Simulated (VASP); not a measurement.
Write the native input for VASP 6.6.1 that does the following.

* Task: single point
* Functional: PBE
* Potentials or basis: VASP PAW PBE potentials, release 64 (B, N)
* Cutoff: 520 eV
* k mesh: 12 × 12 × 12
* Occupations: gaussian, width 0.02 eV
* Spin: no spin polarisation
* Dipole correction: no
* Further INCAR settings: ALGO = Normal; EDIFF = 1e-07; NBANDS = 11

The structure of BN lies in POSCAR:

```
BN
1.0
    1.1697238000      0.6753403508      3.4570553873
   -1.1697238000      0.6753403508      3.4570553873
    0.0000000000     -1.3506807017      3.4570553873
B N
1 1
Direct
    1.0026359775      1.0026359775      1.0026359775
    0.3297970225      0.3297970225      0.3297970225
```

This cell differs from its parent crystal: strained.

The input as run:

INCAR

```
SYSTEM = BN
ALGO = Normal
EDIFF = 1E-7
ENCUT = 520
GGA = PE
ISIF = 2
ISMEAR = 0
LASPH = .True.
LCHARG = .False.
LREAL = .False.
LWAVE = .False.
NBANDS = 11
NELM = 80
PREC = Accurate
SIGMA = 0.02
```

KPOINTS

```
k-points
0
Gamma
  12 12 12
  0 0 0
```

Potentials or basis: VASP PAW PBE potentials, release 64 (B, N).

Run with:

```bash
$ cat potpaw_PBE.64/B/POTCAR potpaw_PBE.64/N/POTCAR > POTCAR
$ mpirun -np 1 vasp_std > vasp.out
```

It gave:

* Pressure: 66.0 GPa
* Largest force: 0.644 eV/Å
* Band gap on the k mesh: 4.74 eV, indirect (least direct gap 5.19 eV)

Caveat: the cell differs from its parent crystal (strained).

It took 37 s on 1 thread of Intel(R) Xeon(R) Platinum 8559C (Emerald Rapids) (shared host), peak memory 0.16 GiB.
